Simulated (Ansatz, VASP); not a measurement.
## Two plane-wave programs on HgTe

INCAR

```
SYSTEM = HgTe
ALGO = Normal ; EDIFF = 1E-7
ENCUT = 520 ; GGA = PE
ISIF = 2 ; ISMEAR = 0
LASPH = .True. ; LCHARG = .False.
LREAL = .False. ; LWAVE = .False.
NBANDS = 16 ; NELM = 80
PREC = Accurate ; SIGMA = 0.1
```

Contents of KPOINTS:

```
k-points
0
Gamma
  12 12 12
  0 0 0
```

The input POSCAR:

```
HgTe
1.0
    0.0000000000      3.4337846248      3.4337846248
    3.4337846248      0.0000000000      3.4337846248
    3.4337846248      3.4337846248      0.0000000000
Hg Te
1 1
Direct
    0.0000000000      0.0000000000      0.0000000000
    0.2500000000      0.2500000000      0.2500000000
```

Input for Ansatz:

```yaml
crystal:
  lattice:
    - [0.0, 3.4337846248, 3.4337846248]
    - [3.4337846248, 0.0, 3.4337846248]
    - [3.4337846248, 3.4337846248, 0.0]
  atoms:
    - { symbol: Hg, position: [0.0, 0.0, 0.0] }
    - { symbol: Te, position: [0.25, 0.25, 0.25] }
basis:
  ecutwfc: 420
kpoints:
  mp_grid: { grid: [12, 12, 12] }
hamiltonian:
  xc: pbe
scf:
  occupations: { method: gaussian, width: 0.1 }
output:
  forces: true
  stress: true
  eigenvalues: true
```

Alike in both runs: task single point; functional PBE; k mesh 12 × 12 × 12; occupations gaussian, width 0.1 eV; no spin polarisation.

```csv
,VASP,Ansatz
version,VASP 6.6.1,Ansatz 0.2.0
potentials or method,"VASP PAW PBE potentials, release 64 (Hg, Te), cutoff 520 eV","scalar-relativistic, plane waves, PAW"
valence electrons in the cell,18,36
```

Ansatz gave:

* gap on the k mesh at the Fermi level (eV): none
* pressure (GPa): -2.6

Problem. What did VASP give for the same quantities?

Solution. gap on the k mesh at the Fermi level (eV): none; pressure (GPa): -2.5.

A gap of «none» marks a metal or a gap that the smearing closes. VASP's potentials hold 18 valence electrons a cell and Ansatz's 36, so a difference there can come from the potentials and not from the codes.

Neither program's run includes spin-orbit coupling.
